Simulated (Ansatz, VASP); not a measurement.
**InAs in VASP and in Ansatz**

Contents of INCAR:

```
SYSTEM = InAs
  PREC = Accurate
  ENCUT = 500
  EDIFF = 1E-6
  ISMEAR = 0
  SIGMA = 0.1
  LREAL = .FALSE.
  LASPH = .TRUE.
  NELM = 120
  ALGO = Normal
  ISIF = 2
  LWAVE = .FALSE.
  LCHARG = .TRUE.
  LELF = .TRUE.
  LVHAR = .TRUE.
  NBANDS = 16
  GGA_COMPAT = .FALSE.
```

File KPOINTS:

```
Automatic mesh
0
G
  6 6 6
  0 0 0
```

The input POSCAR:

```
InAs
1.0
    0.0000000000      2.8773040000      2.8773040000
    2.8773040000      0.0000000000      2.8773040000
    2.8773040000      2.8773040000      0.0000000000
In As
1 1
Direct
    0.5000000000      0.5000000000      0.5000000000
    0.0000000000      0.0000000000      0.0000000000
```

Input for Ansatz:

```yaml
crystal:
  lattice:
    - [0.0, 2.877304, 2.877304]
    - [2.877304, 0.0, 2.877304]
    - [2.877304, 2.877304, 0.0]
  atoms:
    - { symbol: In, position: [0.5, 0.5, 0.5] }
    - { symbol: As, position: [0.0, 0.0, 0.0] }
basis:
  ecutwfc: 420
kpoints:
  mp_grid: { grid: [6, 6, 6] }
hamiltonian:
  xc: lda
  pseudopotentials: { kind: paw }
scf:
  occupations: { method: gaussian, width: 0.1 }
output:
  forces: true
  stress: true
  eigenvalues: true
```

Alike in both runs: task single point; functional LDA; k mesh 6 × 6 × 6; occupations gaussian, width 0.1 eV; no spin polarisation.

|  | VASP | Ansatz |
| --- | --- | --- |
| version | VASP 6.6.1 | Ansatz 0.2.0 |
| potentials or method | VASP PAW LDA potentials, release 64 (In_d, As), cutoff 500 eV | scalar-relativistic, plane waves, PAW |
| valence electrons in the cell | 18 | 28 |

```csv
,VASP,Ansatz,Ansatz less VASP
gap on the k mesh at the Fermi level (eV),none,none,-
pressure (GPa),-5.0,-5.1,-0.10
```

LDA's correlation is that of Perdew and Zunger in VASP and of Perdew and Wang (1992) in Ansatz. A gap of «none» marks a metal or a gap that the smearing closes. VASP's potentials hold 18 valence electrons a cell and Ansatz's 28, so a difference there can come from the potentials and not from the codes.
